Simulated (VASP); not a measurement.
# EuZn15O16 (a cell with a defect) in VASP: single point with PBE

Aim: the single point of EuZn15O16 (a cell with a defect) with PBE.

Everything below comes from runs of VASP 6.6.1. Logs are shortened: lines on timing, memory, paths and dates and some standing lists are left out, and cuts for length are marked.

**1. The cell of the first run**

The cell holds a defect, 32 atoms: a = 6.499 Å, b = 6.499 Å, c = 10.411 Å, α = 90.00°, β = 90.00°, γ = 120.00°.

**2. Single point, PBE, collinear spin, ferromagnetic start**

Input file INCAR:

```
SYSTEM = EuZn15O16
PREC     = Accurate       ! precision mode
ENCUT    = 520            ! plane-wave cutoff, eV
EDIFF    = 1E-6           ! SCF threshold, eV
ISMEAR   = -1             ! smearing method
SIGMA    = 0.01           ! smearing width, eV
LREAL    = Auto         
LASPH    = .True.         ! aspherical terms in the spheres
NELM     = 200            ! most SCF steps
ALGO     = Normal         ! electronic algorithm
ISIF     = 2              ! what is computed and relaxed
LWAVE    = .False.        ! write WAVECAR
LCHARG   = .False.        ! write CHGCAR
ISPIN    = 2              ! spin polarisation
MAGMOM   = 7 0 0 0 0 0 0 0 0 0 0 0 0 0 0 0 0 0 0 0 0 0 0 0 0 0 0 0 0 0 0 0 ! initial moments
LORBIT   = 11             ! projections on sites
LMAXMIX  = 6              ! l up to which the mixer works
GGA      = PE             ! functional
NBANDS   = 172            ! bands
GGA_COMPAT= .False.      
KPAR     = 4
```

Input file KPOINTS:

```
regular mesh
0
Gamma
  3 3 2
  0 0 0
```

Input file POSCAR:

```
EuZn15O16
1.0
    6.4986160000      0.0000000000      0.0000000000
   -3.2493080000      5.6279665454      0.0000000000
    0.0000000000      0.0000000000     10.4114180000
Eu Zn O
1 15 16
Direct
    0.1666666667      0.3333333333      0.2556135763
    0.1666666667      0.3333333333      0.7491877480
    0.1686826946      0.8343413473      0.2486984524
    0.1607077323      0.8303538661      0.7490475112
    0.6656586527      0.3313173054      0.2486984524
    0.6696461339      0.3392922677      0.7490475112
    0.6656586527      0.8343413473      0.2486984524
    0.6696461339      0.8303538661      0.7490475112
    0.3362235204      0.1637764796     -0.0103142190
    0.3377706905      0.1622293095      0.5085734773
    0.3362235204      0.6724470407     -0.0103142190
    0.3377706905      0.6755413810      0.5085734773
    0.8275529593      0.1637764796     -0.0103142190
    0.8244586190      0.1622293095      0.5085734773
    0.8333333333      0.6666666667      0.0019817340
    0.8333333333      0.6666666667      0.4949948661
    0.3479433540      0.1520566460      0.1779952907
    0.3348223953      0.1651776047      0.6964909260
    0.3479433540      0.6958867080      0.1779952907
    0.3348223953      0.6696447905      0.6964909260
    0.8041132920      0.1520566460      0.1779952907
    0.8303552095      0.1651776047      0.6964909260
    0.8333333333      0.6666666667      0.1925688471
    0.8333333333      0.6666666667      0.6841792578
    0.1666666667      0.3333333333      0.4714727253
    0.1666666667      0.3333333333      0.9418158826
    0.1693095671      0.8346547835      0.4390101771
    0.1604214071      0.8302107035      0.9372535052
    0.6653452165      0.3306904329      0.4390101771
    0.6697892965      0.3395785929      0.9372535052
    0.6653452165      0.8346547835      0.4390101771
    0.6697892965      0.8302107035      0.9372535052
```

Potentials or basis: VASP PAW PBE potentials, release 64 (Eu, Zn, O).

Launch:

```bash
cat potpaw_PBE.64/Eu/POTCAR potpaw_PBE.64/Zn/POTCAR potpaw_PBE.64/O/POTCAR > POTCAR
mpirun -np 4 vasp_std > vasp.out
```

OUTCAR:

```text
SYSTEM = EuZn15O16
   PREC = Accurate
   ENCUT = 520
   EDIFF = 1E-6
   ISMEAR = -1
   LREAL = Auto
   LASPH = .True.
   NELM = 200
   ISIF = 2
   ISPIN = 2
   LORBIT = 11
   GGA = PE

 ion  position               nearest neighbor table
   1  0.167  0.333  0.256-  17 2.19  19 2.19  21 2.19  25 2.25   3 3.25   5 3.25   7 3.25   7 3.25
                             3 3.25   5 3.25  10 3.26  12 3.26  14 3.26
   2  0.167  0.333  0.749-  20 1.97  18 1.97  22 1.97  26 2.01
   3  0.169  0.834  0.249-  17 1.94  19 1.94  23 1.98  27 1.98   1 3.25   1 3.25
   4  0.161  0.830  0.749-  28 1.96  24 1.96  18 1.96  20 1.96
   5  0.666  0.331  0.249-  21 1.94  17 1.94  23 1.98  29 1.98   1 3.25   1 3.25
   6  0.670  0.339  0.749-  30 1.96  24 1.96  22 1.96  18 1.96
   7  0.666  0.834  0.249-  21 1.94  19 1.94  23 1.98  31 1.98   1 3.25   1 3.25
   8  0.670  0.830  0.749-  32 1.96  24 1.96  22 1.96  20 1.96
   9  0.336  0.164  0.990-  28 1.96  30 1.96  17 1.97  26 1.97
  10  0.338  0.162  0.509-  18 1.96  25 1.96  27 1.98  29 1.98   1 3.26
  11  0.336  0.672  0.990-  28 1.96  32 1.96  19 1.97  26 1.97
  12  0.338  0.676  0.509-  20 1.96  25 1.96  27 1.98  31 1.98   1 3.26
  13  0.828  0.164  0.990-  32 1.96  30 1.96  21 1.97  26 1.97
  14  0.824  0.162  0.509-  22 1.96  25 1.96  29 1.98  31 1.98   1 3.26
  15  0.833  0.667  0.002-  32 1.96  30 1.96  28 1.96  23 1.98
  16  0.833  0.667  0.495-  24 1.97  31 1.98  29 1.98  27 1.98
  17  0.348  0.152  0.178-   3 1.94   5 1.94   9 1.97   1 2.19
  18  0.335  0.165  0.696-  10 1.96   4 1.96   6 1.96   2 1.97
  19  0.348  0.696  0.178-   3 1.94   7 1.94  11 1.97   1 2.19
  20  0.335  0.670  0.696-  12 1.96   8 1.96   4 1.96   2 1.97
[... 10 lines left out ...]
  31  0.665  0.835  0.439-  16 1.98  14 1.98  12 1.98   7 1.98
  32  0.670  0.830  0.937-  13 1.96  11 1.96   8 1.96  15 1.96

  LATTYP: Found a hexagonal cell.
 ALAT       =     6.4986160000
 C/A-ratio  =     1.6020977390

  Lattice vectors:

 A1 = (   6.4986160000,   0.0000000000,   0.0000000000)
 A2 = (  -3.2493080000,   5.6279665454,   0.0000000000)
 A3 = (   0.0000000000,   0.0000000000,  10.4114180000)

Analysis of symmetry for initial positions (statically):
=====================================================================
 Subroutine PRICEL returns:
 Original cell was already a primitive cell.

 Routine SETGRP: Setting up the symmetry group for a
 hexagonal supercell.

 Subroutine GETGRP returns: Found  6 space group operations
 (whereof  2 operations were pure point group operations)
 out of a pool of 24 trial point group operations.

The static configuration has the point symmetry C_1h.
 The point group associated with its full space group is C_3v.

Analysis of symmetry for dynamics (positions and initial velocities):
[... 217 lines left out ...]
 val. band max:        3.4428310723   @ k =   0.0000   0.0000   0.5000
 cond. band min:       3.4745947776   @ k =   0.3333   0.3333   0.5000
 fundamental gap:      0.0317637053
 Fermi energy:         3.4688585872

 spin component 1

 k-point     1 :       0.0000    0.0000    0.0000
  band No.  band energies     occupation
      1     -37.4399      1.00000
      2     -17.4976      1.00000
      3     -17.4976      1.00000
      4     -17.4738      1.00000
      5     -16.6809      1.00000
      6     -16.3213      1.00000
[... 955 lines left out ...]
    157       7.1294      0.00000
    158       7.1858      0.00000
 Fermi energy:         3.4688585872

 spin component 2

 k-point     1 :       0.0000    0.0000    0.0000
  band No.  band energies     occupation
      1     -34.5180      1.00000
      2     -16.8036      1.00000
      3     -16.7242      1.00000
      4     -16.7242      1.00000
      5     -16.6709      1.00000
      6     -16.3085      1.00000
[... 955 lines left out ...]
    157       8.0200      0.00000
    158       8.0224      0.00000
 [bands above 158 left out]

------------------------ aborting loop because EDIFF is reached ----------------------------------------

  FORCE on cell =-STRESS in cart. coord.  units (eV):
  Direction    XX          YY          ZZ          XY          YZ          ZX
  --------------------------------------------------------------------------------------
  -------------------------------------------------------------------------------------
  Total       25.6792974     25.6792974     27.1065408     -0.0000000     -0.0000000     -0.0000000
  in kB      108.0466867    108.0466867    114.0518712     -0.0000000     -0.0000000     -0.0000000
  external PRESSURE =     110.0484149 kB  Pullay stress =       0.0000000 kB

 VOLUME and BASIS-vectors are now :
 -----------------------------------------------------------------------------
  energy-cutoff  :      520.00
  volume of cell :      380.79
      direct lattice vectors                 reciprocal lattice vectors
     6.498616000  0.000000000  0.000000000     0.153878918  0.088842035  0.000000000
    -3.249308000  5.627966545  0.000000000     0.000000000  0.177684070  0.000000000
     0.000000000  0.000000000 10.411418000     0.000000000  0.000000000  0.096048396

 POSITION                                       TOTAL-FORCE (eV/Angst)
 -----------------------------------------------------------------------------------
      0.00000      1.87599      2.66130        -0.000000      0.000000      0.007529
      0.00000      1.87599      7.80011        -0.000000      0.000000     -0.009414
     -1.61483      4.69565      2.58930        -0.019586     -0.011308      0.012779
     -1.65370      4.67320      7.79865        -0.002846     -0.001643     -0.003799
      3.24931      1.86464      2.58930         0.000000      0.022616      0.012779
      3.24931      1.90953      7.79865        -0.000000      0.003286     -0.003799
[... 24 lines left out ...]
      1.61177      4.69741      4.57072         0.001995     -0.001152     -0.010310
      1.65509      4.67240      9.75814         0.000306     -0.000177      0.008488
 -----------------------------------------------------------------------------------
    total drift:                                0.000020     -0.000012     -0.023052

  FREE ENERGIE OF THE ION-ELECTRON SYSTEM (eV)
  ---------------------------------------------------
  free  energy   TOTEN  =      -154.5953529176 eV

  energy  without entropy=     -154.5937347369  energy(sigma->0) =     -154.59454383

 total charge

# of ion       s       p       d       f       tot
--------------------------------------------------
    1        2.062   5.781   0.599   6.518  14.959
    2        0.458   0.483   9.906   0.000  10.847
    3        0.475   0.522   9.906   0.000  10.903
    4        0.468   0.510   9.913   0.000  10.890
    5        0.475   0.522   9.906   0.000  10.903
    6        0.468   0.510   9.913   0.000  10.890
[... 24 lines left out ...]
   31        1.555   3.449   0.000   0.000   5.004
   32        1.550   3.475   0.000   0.000   5.026
--------------------------------------------------
tot         33.941  68.917 149.213   6.518 258.589

 magnetization (x)

# of ion       s       p       d       f       tot
--------------------------------------------------
    1       -0.002  -0.109   0.081   6.377   6.347
    2        0.002   0.000  -0.000   0.000   0.002
    3        0.003   0.002   0.000   0.000   0.005
    4        0.001   0.000   0.000   0.000   0.001
    5        0.003   0.002   0.000   0.000   0.005
    6        0.001   0.000   0.000   0.000   0.001
[... 24 lines left out ...]
   31        0.002   0.008   0.000   0.000   0.010
   32        0.001   0.001   0.000   0.000   0.002
--------------------------------------------------
tot          0.041  -0.116   0.084   6.377   6.386
```

Wall time 49 min (4 MPI ranks of Intel Xeon Platinum 8259CL at 2.50GHz (Skylake/Cascade Lake), shared host); peak memory 1 GiB.

What came out:

| Item | Value |
| --- | --- |
| Free energy | -154.5954 eV |
| Pressure | 11.0 GPa |
| Largest force | 0.031 eV/Å |
| Net moment | 6.78 μB per cell |
| Site moments | Eu +6.35; Zn +0.00, +0.01 (each value once); O -0.02, +0.00, +0.01, -0.01 (each value once) μB |
| Valence electrons inside the program's atomic spheres | Eu 14.96; Zn 10.85, 10.90, 10.89, 10.88, 10.87 (each value once); O 5.06, 5.02, 5.01, 5.04, 5.00, 5.03 (each value once) |

Forces in eV/Å, atoms in the order of the input:
```
Eu   0.000  0.000  0.008
Zn   0.000  0.000 -0.009
Zn  -0.020 -0.011  0.013
Zn  -0.003 -0.002 -0.004
Zn   0.000  0.023  0.013
Zn   0.000  0.003 -0.004
Zn   0.020 -0.011  0.013
Zn   0.003 -0.002 -0.004
Zn  -0.008  0.005 -0.010
Zn   0.010 -0.006 -0.011
Zn   0.000 -0.009 -0.010
Zn   0.000  0.012 -0.011
Zn   0.008  0.005 -0.010
Zn  -0.010 -0.006 -0.011
Zn   0.000  0.000  0.010
Zn   0.000  0.000 -0.005
O   -0.026  0.015  0.000
O   -0.002  0.001  0.012
O    0.000 -0.031  0.000
O    0.000 -0.003  0.012
O    0.026  0.015  0.000
O    0.002  0.001  0.012
O    0.000  0.000  0.015
O    0.000  0.000 -0.001
O    0.000  0.000 -0.021
O    0.000  0.000  0.008
O   -0.002 -0.001 -0.010
O    0.000  0.000  0.008
O    0.000  0.002 -0.010
O    0.000  0.000  0.008
O    0.002 -0.001 -0.010
O    0.000  0.000  0.008
```

Stress tensor (GPa, compression positive):
```
10.80  0.00  0.00
 0.00 10.80  0.00
 0.00  0.00 11.41
```

Caveat: the k points lie up to 0.37 Å⁻¹ apart; spin-orbit coupling is left out, which moves the levels of the heavy elements; semilocal functionals describe open f shells poorly, which spoils levels, moments and volumes.
